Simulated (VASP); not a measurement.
## HgTe: single point with PBEsol

HgTe:

```
Hg Te
1.0
     2.84957   -2.85013    0.00000
     2.84957    2.85013    0.00000
     0.00000    0.00000    6.00867
Hg Te
2 2
Direct
  0.24982 0.75018 0.75000
  0.75018 0.24982 0.25000
  0.74987 0.25013 0.75000
  0.25013 0.74987 0.25000
```

This cell differs from its parent crystal: strain -0.050 along x and y, +0.000 along z.

* Program: VASP 6.6.1
* Task: single point
* Functional: PBEsol
* Potentials or basis: VASP PAW PBE potentials, release 64 (Hg, Te)
* Cutoff: 520 eV
* k mesh: 12 × 12 × 8
* Occupations: gaussian, width 0.15 eV
* Spin: no spin polarisation
* Dipole correction: no
* Further INCAR settings: ALGO = Normal; EDIFF = 1e-06; NBANDS = 26

The pressure is 8.9 GPa and the band gap on the k mesh is zero (bands 18 and 19 overlap by 3.40 eV).

Stress tensor (GPa, compression positive):
```
10.80  0.00  0.00
 0.00 10.77  0.00
 0.00  0.00  5.26
```

Levels at points of the mesh, in eV from the Fermi level:
| k point | band 16 | band 17 | band 18 | band 19 | band 20 | band 21 |
| --- | --- | --- | --- | --- | --- | --- |
| (0.00, 0.00, 0.00) | -2.64 | -1.07 | -1.06 | -0.68 | -0.25 | 4.78 |
| (0.50, 0.00, 0.00) | -2.81 | 0.44 | 0.44 | 2.59 | 2.59 | 4.79 |
| (0.50, 0.50, 0.00) | -3.29 | -3.12 | -3.12 | -2.70 | -2.70 | 4.47 |
| (0.00, 0.00, 0.50) | -1.90 | -1.90 | -1.90 | 0.35 | 0.35 | 5.44 |
| (0.50, 0.00, 0.50) | 0.24 | 0.70 | 0.70 | 2.29 | 2.29 | 3.55 |
| (0.50, 0.50, 0.50) | -4.30 | -4.30 | -4.30 | 1.64 | 1.64 | 4.48 |

Wall time 13 min on 1 thread of Intel Xeon 8259CL (shared host), peak memory 0.56 GiB.

Caveat: the cell differs from its parent crystal (strain -0.050 along x and y, +0.000 along z); the stress differs along the axes, from 5 to 11 GPa; the PAW data sets were made with another functional, which shifts forces and pressure a little; spin-orbit coupling is left out, which moves the levels of the heavy elements.
